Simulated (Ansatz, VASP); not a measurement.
# Two plane-wave programs on AlGaN2

```xyz
8
Lattice="3.1153 0.0000 0.0000 0.0000 3.1153 0.0000 0.0000 0.0000 8.7687" Properties=species:S:1:pos:R:3 pbc="T T T"
Al    1.5576    1.5576    2.1922
Al    1.5576    1.5576    6.5765
Ga    0.0000    0.0000   -0.0669
Ga    0.0000    0.0000    4.4512
N     1.5576    0.0000    2.9446
N     1.5576    0.0000    7.9290
N     0.0000    1.5576    1.4397
N     0.0000    1.5576    5.2240
```

Change from the starting cell: mode 23 (735.8 1/cm) frozen in, largest displacement -0.300 Å.

Alike in both runs: task single point; functional LDA; k mesh 8 × 8 × 4; occupations gaussian, width 0.05 eV; no spin polarisation.

|  | VASP | Ansatz |
| --- | --- | --- |
| version | VASP 6.6.1 | Ansatz 0.2.0 |
| potentials or method | VASP PAW LDA potentials, release 64 (Al, Ga_d, N), cutoff 520 eV | scalar-relativistic, plane waves, PAW |
| valence electrons in the cell | 52 | 52 |

Ansatz gave:

```
gap on the k mesh at the Fermi level (eV)                     : 0.24
least direct gap on the mesh (eV)                             : 0.28
pressure (GPa)                                                : 15.9
traceless stress, the component that is largest in VASP (GPa) : -20.56
rms of the force components (eV/Å)                            : 3.740
```

Estimate VASP's values.

gap on the k mesh at the Fermi level (eV): 0.22; least direct gap on the mesh (eV): 0.27; pressure (GPa): 17.1; traceless stress, the component that is largest in VASP (GPa): -20.80; rms of the force components (eV/Å): 3.775.

LDA's correlation is that of Perdew and Zunger in VASP and of Perdew and Wang (1992) in Ansatz. Atom by atom the forces differ by 0.035 eV/Å (rms over components).
